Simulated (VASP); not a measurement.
# TiAl3Ni2 (P4/mmm) in VASP: relaxation of cell and atoms with PBE

Aim: the relaxation of cell and atoms of TiAl3Ni2 with PBE.

Everything below comes from runs of VASP 6.6.1. Logs are shortened: lines on timing, memory, paths and dates and some standing lists are left out, and cuts for length are marked.

### 1 The cell of the first run

Symmetry: P4/mmm, No. 123, tetragonal system. The conventional cell has a = 3.003 Å, b = 3.003 Å, c = 9.008 Å, α = 90.00°, β = 90.00°, γ = 90.00°. Ti (site symmetry 4/mmm) has 8 Al at 2.60 Å and 2 Ni at 3.00 Å and 4 Ti at 3.00 Å within 3.4 Å. Al (site symmetry 4/mmm) has 8 Ni at 2.60 Å and 6 Al at 3.00 Å within 3.4 Å. Within 3.4 Å of Al (site symmetry 4mm) lie 4 Ni at 2.60 Å and 4 Ti at 2.60 Å and 6 Al at 3.00 Å. Within 3.4 Å of Ni (site symmetry 4mm) lie 8 Al at 2.60 Å and 1 Ti at 3.00 Å and 5 Ni at 3.00 Å.

### 2 Relaxation of cell and atoms, PBE, collinear spin, ferromagnetic start

File INCAR:

```
SYSTEM = TiAl3Ni2
ALGO = Normal
EDIFF = 1E-6
EDIFFG = -0.04
ENCUT = 600
GGA = PE
IBRION = 2
ISIF = 3
ISMEAR = 0
ISPIN = 2
LASPH = .True.
LCHARG = .False.
LMAXMIX = 4
LORBIT = 11
LREAL = .False.
LWAVE = .False.
MAGMOM = 0 0 0 0 2 2
NELM = 150
NSW = 90
PREC = Accurate
SIGMA = 0.1
```

File KPOINTS:

```
k-points
0
Gamma
  6 6 2
  0 0 0
```

File POSCAR:

```
TiAl3Ni2
1.0
    3.0027439100      0.0000000000      0.0000000000
    0.0000000000      3.0027439100      0.0000000000
    0.0000000000      0.0000000000      9.0082317200
Ti Al Ni
1 3 2
Direct
    0.0000000000      0.0000000000      0.5000000000
    0.5000000000      0.5000000000      0.0000000000
    0.5000000000      0.5000000000      0.3333333300
    0.5000000000      0.5000000000      0.6666666700
    0.0000000000      0.0000000000      0.8333333300
    0.0000000000      0.0000000000      0.1666666700
```

Potentials or basis: VASP PAW PBE potentials, release 64 (Ti_sv, Al, Ni).

Command:

```sh
> cat potpaw_PBE.64/Ti_sv/POTCAR potpaw_PBE.64/Al/POTCAR potpaw_PBE.64/Ni/POTCAR > POTCAR
> mpirun -np 1 vasp_std > vasp.out
```

OUTCAR:

```text
SYSTEM = TiAl3Ni2
   EDIFF = 1E-6
   EDIFFG = -0.04
   ENCUT = 600
   GGA = PE
   IBRION = 2
   ISIF = 3
   ISMEAR = 0
   ISPIN = 2
   LASPH = .True.
   LORBIT = 11
   LREAL = .False.
   NELM = 150
   NSW = 90
   PREC = Accurate

 ion  position               nearest neighbor table
   1  0.000  0.000  0.500-   3 2.60   4 2.60   3 2.60   4 2.60   3 2.60   4 2.60   3 2.60   4 2.60
                             5 3.00   6 3.00
   2  0.500  0.500  0.000-   5 2.60   6 2.60   5 2.60   6 2.60   5 2.60   6 2.60   5 2.60   6 2.60
                             3 3.00   4 3.00
   3  0.500  0.500  0.333-   6 2.60   6 2.60   6 2.60   6 2.60   1 2.60   1 2.60   1 2.60   1 2.60
                             2 3.00   4 3.00
   4  0.500  0.500  0.667-   5 2.60   5 2.60   5 2.60   5 2.60   1 2.60   1 2.60   1 2.60   1 2.60
                             2 3.00   3 3.00
   5  0.000  0.000  0.833-   4 2.60   4 2.60   4 2.60   4 2.60   2 2.60   2 2.60   2 2.60   2 2.60
                             1 3.00   6 3.00
   6  0.000  0.000  0.167-   3 2.60   3 2.60   3 2.60   3 2.60   2 2.60   2 2.60   2 2.60   2 2.60
                             1 3.00   5 3.00

  LATTYP: Found a simple tetragonal cell.
 ALAT       =     3.0027439100
 C/A-ratio  =     2.9999999967

  Lattice vectors:

 A1 = (   3.0027439100,   0.0000000000,   0.0000000000)
 A2 = (   0.0000000000,   3.0027439100,   0.0000000000)
 A3 = (   0.0000000000,   0.0000000000,   9.0082317200)

Analysis of symmetry for initial positions (statically):
=====================================================================
 Subroutine PRICEL returns:
 Original cell was already a primitive cell.

 Routine SETGRP: Setting up the symmetry group for a
 simple tetragonal supercell.

 Subroutine GETGRP returns: Found 16 space group operations
 (whereof 16 operations were pure point group operations)
 out of a pool of 16 trial point group operations.

The static configuration has the point symmetry D_4h.

Analysis of symmetry for dynamics (positions and initial velocities):
=====================================================================
 Subroutine PRICEL returns:
 Original cell was already a primitive cell.

 Routine SETGRP: Setting up the symmetry group for a
 simple tetragonal supercell.

 Subroutine GETGRP returns: Found 16 space group operations
 (whereof 16 operations were pure point group operations)
 out of a pool of 16 trial point group operations.

The dynamic configuration has the point symmetry D_4h.

Analysis of structural, dynamic, and magnetic symmetry:
=====================================================================
 Subroutine PRICEL returns:
 Original cell was already a primitive cell.

 Routine SETGRP: Setting up the symmetry group for a
 simple tetragonal supercell.

 Subroutine GETGRP returns: Found 16 space group operations
 (whereof 16 operations were pure point group operations)
 out of a pool of 16 trial point group operations.

The overall configuration has the point symmetry D_4h.

 Subroutine INISYM returns: Found 16 space group operations
 (whereof 16 operations are pure point group operations),
 and found     1 'primitive' translations

----------------------------------------------------------------------------------------

                                     Primitive cell

  volume of cell :      81.2225

  direct lattice vectors                    reciprocal lattice vectors
     3.002743910  0.000000000  0.000000000     0.333028733  0.000000000  0.000000000
     0.000000000  3.002743910  0.000000000     0.000000000  0.333028733  0.000000000
     0.000000000  0.000000000  9.008231720     0.000000000  0.000000000  0.111009578

  length of vectors
     3.002743910  3.002743910  9.008231720     0.333028733  0.333028733  0.111009578

  position of ions in fractional coordinates (direct lattice)
     0.000000000  0.000000000  0.500000000
     0.500000000  0.500000000  0.000000000
     0.500000000  0.500000000  0.333333330
     0.500000000  0.500000000  0.666666670
     0.000000000  0.000000000  0.833333330
     0.000000000  0.000000000  0.166666670

  ion indices of the primitive-cell ions
   primitive index   ion index
                 1           1
                 2           2
                 3           3
                 4           4
                 5           5
                 6           6

----------------------------------------------------------------------------------------

 KPOINTS: k-points

Automatic generation of k-mesh.
 Grid dimensions read from file:
 generate k-points for:    6    6    2

 Generating k-lattice:

  Cartesian coordinates                     Fractional coordinates (reciprocal lattice)
     0.055504789  0.000000000  0.000000000     0.166666667  0.000000000  0.000000000
     0.000000000  0.055504789  0.000000000     0.000000000  0.166666667  0.000000000
     0.000000000  0.000000000  0.055504789     0.000000000  0.000000000  0.500000000

  Length of vectors
     0.055504789  0.055504789  0.055504789

  Shift w.r.t. Gamma in fractional coordinates (k-lattice)
     0.000000000  0.000000000  0.000000000

 Subroutine IBZKPT returns following result:
 ===========================================

 Found     20 irreducible k-points:

 Following reciprocal coordinates:
            Coordinates               Weight
  0.000000  0.000000  0.000000      1.000000
  0.166667  0.000000  0.000000      4.000000
  0.333333  0.000000  0.000000      4.000000
  0.500000  0.000000  0.000000      2.000000
  0.166667  0.166667  0.000000      4.000000
  0.333333  0.166667  0.000000      8.000000
[... 12 lines left out ...]
  0.500000  0.333333  0.500000      4.000000
  0.500000  0.500000  0.500000      1.000000
   k-points           NKPTS =     20   k-points in BZ     NKDIM =     20   number of bands    NBANDS=     26
   number of dos      NEDOS =    301   number of ions     NIONS =      6
   total plane-waves  NPLWV =  41472
   dimension x,y,z NGX =    24 NGY =   24 NGZ =   72
   dimension x,y,z NGXF=    48 NGYF=   48 NGZF=  144
   ions per type =               1   3   2
   NGX,Y,Z   is equivalent  to a cutoff of  13.29, 13.29, 13.29 a.u.
   NGXF,Y,Z  is equivalent  to a cutoff of  26.58, 26.58, 26.58 a.u.
 SYSTEM =  TiAl3Ni2
   PREC   = accura    normal or accurate (medium, high low for compatibility)
   ISTART =      0    job   : 0-new  1-cont  2-samecut
   ICHARG =      2    charge: 1-file 2-atom 10-const
   ISPIN  =      2    spin polarized calculation?
   LNONCOLLINEAR =      F non collinear calculations
   LSORBIT =      F    spin-orbit coupling
   LASPH  =      T    aspherical Exc in radial PAW
   ENCUT  =  600.0 eV  44.10 Ry    6.64 a.u.   6.00  6.00 17.99*2*pi/ulx,y,z
   NELM   =    150;   NELMIN=  2; NELMDL= -5     # of ELM steps
   EDIFF  = 0.1E-05   stopping-criterion for ELM
   LREAL  =      F    real-space projection
   EDIFFG = -.4E-01   stopping-criterion for IOM
   NSW    =     90    number of steps for IOM
   IBRION =      2    ionic relax: 0-MD 1-quasi-New 2-CG
   NFREE  =      1    steps in history (QN), initial steepest desc. (CG)
   ISIF   =      3    stress and relaxation
   ISYM   =      2    0-nonsym 1-usesym 2-fastsym
   POTIM  = 0.5000    time-step for ionic-motion
   TEBEG  =    0.0;   TEEND  =   0.0 temperature during run
   PSTRESS=    0.0 pullay stress
   NELECT =      41.0000    total number of electrons
   NUPDOWN=      -1.0000    fix difference up-down
   EMIN   =  10.00;   EMAX   =-10.00  energy-range for DOS
   EFERMI =   0.00;   METHOD = LEGACY
   ISMEAR =     0;   SIGMA  =   0.10  broadening in eV -4-tet -1-fermi 0-gaus
   EFERMI_NEDOS =   21; number of points for ismear=-14 and -15
   IALGO  =     38    algorithm
   IMIX   =      4    mixing-type and parameters
     AMIX     =   0.40;   BMIX     =  1.00
     AMIX_MAG =   1.60;   BMIX_MAG =  1.00
  volume/ion in A,a.u.               =      13.54        91.35
  Fermi-wavevector in a.u.,A,eV,Ry     =   1.303499  2.463256 23.117794  1.699110
  Thomas-Fermi vector in A             =   2.434497
   LORBIT       =     11    0 simple, 1 ext, 2 COOP (PROOUT), +10 PAW based schemes
   GGA     = PE    functional components
   LHFCALC =     F    Hartree Fock is set to
   AEXX    =    0.0000 exact exchange contribution
   IVDW    =     0    specifies the selected vdW correction
   LEPSILON=     F    determine dielectric tensor
   LRPA    =     F    only Hartree local field effects (RPA)
 conjugate gradient relaxation of ions
 spin polarized calculation
 Gauss-broadening in eV      SIGMA  =   0.10
  energy-cutoff  :      600.00
  volume of cell :       81.22
 maximum number of plane-waves:      2752
 NGX is ok and might be reduce to    24
   NGX = 11   NGY = 11   NGZ = 35

--------------------------------------- Ionic step        1  -------------------------------------------

 number of electron      40.9999983 magnetization      -0.0036949

 number of electron      40.9999983 magnetization       0.0005344

 Free energy of the ion-electron system (eV)
  ---------------------------------------------------
  ext. energy  EPLUGINS =         0.00000000
  ---------------------------------------------------
  free energy    TOTEN  =       -32.57041269 eV

  energy without entropy =      -32.55605014  energy(sigma->0) =      -32.56323141

------------------------ aborting loop because EDIFF is reached ----------------------------------------

  FORCE on cell =-STRESS in cart. coord.  units (eV):
  Direction    XX          YY          ZZ          XY          YZ          ZX
  --------------------------------------------------------------------------------------
  -------------------------------------------------------------------------------------
  Total       -0.6544206     -0.6544206      2.3156363      0.0000000      0.0000000      0.0000000
  in kB      -12.9089649    -12.9089649     45.6777601      0.0000000      0.0000000      0.0000000
  external PRESSURE =       6.6199435 kB  Pullay stress =       0.0000000 kB
[... 105 lines left out ...]
  FREE ENERGIE OF THE ION-ELECTRON SYSTEM (eV)
  ---------------------------------------------------
  free  energy   TOTEN  =       -33.3297652113 eV

  energy  without entropy=      -33.3105524305  energy(sigma->0) =      -33.32015882

[... ionic steps 4 to 9 ...]

--------------------------------------- Ionic step       10  -------------------------------------------

 number of electron      41.0000031 magnetization      -0.0000046

------------------------ aborting loop because EDIFF is reached ----------------------------------------

  FORCE on cell =-STRESS in cart. coord.  units (eV):
  Direction    XX          YY          ZZ          XY          YZ          ZX
  --------------------------------------------------------------------------------------
  -------------------------------------------------------------------------------------
  Total       -0.4104554     -0.4104554     -0.0355594      0.0000000      0.0000000      0.0000000
  in kB       -8.1055752     -8.1055752     -0.7022179      0.0000000      0.0000000      0.0000000
  external PRESSURE =      -5.6377894 kB  Pullay stress =       0.0000000 kB
[... 67 lines left out ...]
--------------------------------------- Ionic step       12  -------------------------------------------

 number of electron      41.0000028 magnetization      -0.0000001

 number of electron      41.0000028 magnetization       0.0000000

 Free energy of the ion-electron system (eV)
  ---------------------------------------------------
  ext. energy  EPLUGINS =         0.00000000
  ---------------------------------------------------
  free energy    TOTEN  =       -33.49696410 eV

  energy without entropy =      -33.47490090  energy(sigma->0) =      -33.48593250

 E-fermi :   9.2617     XC(G=0): -11.6088

 val. band max:        9.2552408875   @ k =   0.1667   0.0000   0.5000
 cond. band min:       9.2804306433   @ k =   0.5000   0.1667   0.5000
 fundamental gap:      0.0251897558
 Fermi energy:         9.2617440538

 spin component 1

 k-point     1 :       0.0000    0.0000    0.0000
  band No.  band energies     occupation
      1     -47.4055      1.00000
      2     -23.8207      1.00000
      3     -23.3996      1.00000
      4     -23.3996      1.00000
      5      -1.3893      1.00000
      6       0.1747      1.00000
[... 569 lines left out ...]
     25      11.5304      0.00000
     26      12.0848      0.00000
 Fermi energy:         9.2617440538

 spin component 2

 k-point     1 :       0.0000    0.0000    0.0000
  band No.  band energies     occupation
      1     -47.4055      1.00000
      2     -23.8207      1.00000
      3     -23.3996      1.00000
      4     -23.3996      1.00000
      5      -1.3893      1.00000
      6       0.1747      1.00000
[... 602 lines left out ...]
  FREE ENERGIE OF THE ION-ELECTRON SYSTEM (eV)
  ---------------------------------------------------
  free  energy   TOTEN  =       -33.4969640952 eV

  energy  without entropy=      -33.4749008959  energy(sigma->0) =      -33.48593250

 reached required accuracy - stopping structural energy minimisation

 total charge

# of ion       s       p       d       tot
------------------------------------------
    1        2.200   6.115   1.956  10.270
    2        0.383   0.409   0.000   0.792
    3        0.400   0.412   0.000   0.812
    4        0.400   0.412   0.000   0.812
    5        0.467   0.504   8.466   9.436
    6        0.467   0.504   8.466   9.436
--------------------------------------------------
tot          4.318   8.354  18.887  31.559

 magnetization (x)

# of ion       s       p       d       tot
------------------------------------------
    1        0.000  -0.000  -0.000  -0.000
    2        0.000   0.000   0.000   0.000
    3        0.000  -0.000   0.000  -0.000
    4        0.000  -0.000   0.000  -0.000
    5        0.000  -0.000   0.000   0.000
    6        0.000  -0.000   0.000   0.000
--------------------------------------------------
tot          0.000  -0.000   0.000   0.000
```

It took 6.5 min on 1 thread of Intel Xeon 6975P-C (Granite Rapids), shared host; peak memory 0.28 GiB.

What came out:

| Property | Result |
| --- | --- |
| Free energy | -33.4970 eV |
| Relaxed volume | 13.48 Å³/atom |
| Relaxed cell | a = 2.882 Å, b = 2.882 Å, c = 9.734 Å, α = 90.00°, β = 90.00°, γ = 90.00° |
| Space group after relaxing (to 0.05 Å) | P4/mmm (No. 123) |
| Energy gained by relaxing | 154.4 meV/atom |
| Ionic steps | 12 |
| Pressure after relaxing | -0.2 GPa |
| Largest force after relaxing | 0.026 eV/Å |
| Net moment | 0.00 μB per cell |
| Valence electrons inside the program's atomic spheres | Ti 10.27; Al 0.79, 0.81; Ni 9.44 |

Forces in eV/Å, atoms in the order of the input:
```
Ti   0.000  0.000  0.000
Al   0.000  0.000  0.000
Al   0.000  0.000  0.026
Al   0.000  0.000 -0.026
Ni   0.000  0.000  0.005
Ni   0.000  0.000 -0.005
```

Step by step:
| step | energy change (eV) | largest force (eV/Å) | pressure (GPa) | volume (Å³) |
| --- | --- | --- | --- | --- |
| 1 | 0.0000 | 2.4692 | 0.66 | 81.22 |
| 2 | -0.5042 | 1.3277 | -1.68 | 81.87 |
| 3 | -0.7594 | 0.6942 | -2.90 | 82.59 |
| 4 | -0.7702 | 0.7619 | -2.96 | 82.77 |
| 5 | -0.8478 | 0.5790 | 3.23 | 79.03 |
| 6 | -0.8485 | 0.5961 | 2.82 | 79.31 |
| 7 | -0.9169 | 0.1315 | 1.19 | 80.10 |
| 8 | -0.9234 | 0.0889 | 0.62 | 80.46 |
| 9 | -0.9235 | 0.0729 | 0.60 | 80.43 |
| 10 | -0.9249 | 0.0088 | -0.56 | 81.13 |
| 11 | -0.9252 | 0.0241 | -0.30 | 80.95 |
| 12 | -0.9266 | 0.0261 | -0.17 | 80.87 |

Final structure:
```
Ti Al Ni
1.0
     2.88240    0.00000    0.00000
     0.00000    2.88240    0.00000
     0.00000    0.00000    9.73364
Ti Al Ni
1 3 2
Direct
  0.00000 0.00000 0.50000
  0.50000 0.50000 0.00000
  0.50000 0.50000 0.29918
  0.50000 0.50000 0.70082
  0.00000 0.00000 0.85097
  0.00000 0.00000 0.14903
```

Levels at points of the mesh, in eV from the Fermi level:
Spin up:
```tsv
k point	band 19	band 20	band 21	band 22	band 23	band 24
(0.00, 0.00, 0.00)	-0.74	-0.71	0.87	1.75	1.75	3.09
(0.50, 0.00, 0.00)	-1.62	-0.80	-0.77	-0.43	1.59	2.18
(0.50, 0.50, 0.00)	-1.00	0.22	1.03	1.03	1.62	1.75
(0.00, 0.00, 0.50)	-0.74	-0.13	0.41	1.74	1.74	2.63
(0.50, 0.00, 0.50)	-1.62	-1.17	-0.67	-0.44	1.51	1.59
(0.50, 0.50, 0.50)	-0.43	-0.24	-0.24	0.36	1.58	2.12
```
Spin down:
```csv
k point,band 17,band 18,band 19,band 20,band 21,band 22,band 23,band 24,band 25,band 26
"(0.00, 0.00, 0.00)",-1.52,-1.47,-0.74,-0.71,0.87,1.75,1.75,3.09,3.18,6.00
"(0.50, 0.00, 0.00)",-1.92,-1.89,-1.62,-0.80,-0.77,-0.43,1.59,2.18,2.49,2.54
"(0.50, 0.50, 0.00)",-1.28,-1.01,-1.00,0.22,1.03,1.03,1.62,1.75,1.75,2.02
"(0.00, 0.00, 0.50)",-1.52,-1.47,-0.74,-0.13,0.41,1.74,1.74,2.63,3.09,6.22
"(0.50, 0.00, 0.50)",-1.92,-1.86,-1.62,-1.17,-0.67,-0.44,1.51,1.59,2.18,2.97
"(0.50, 0.50, 0.50)",-1.00,-0.43,-0.43,-0.24,-0.24,0.36,1.58,2.12,2.27,2.82
```

Caveat: the starting moments collapsed, and a magnetic state may lie lower.
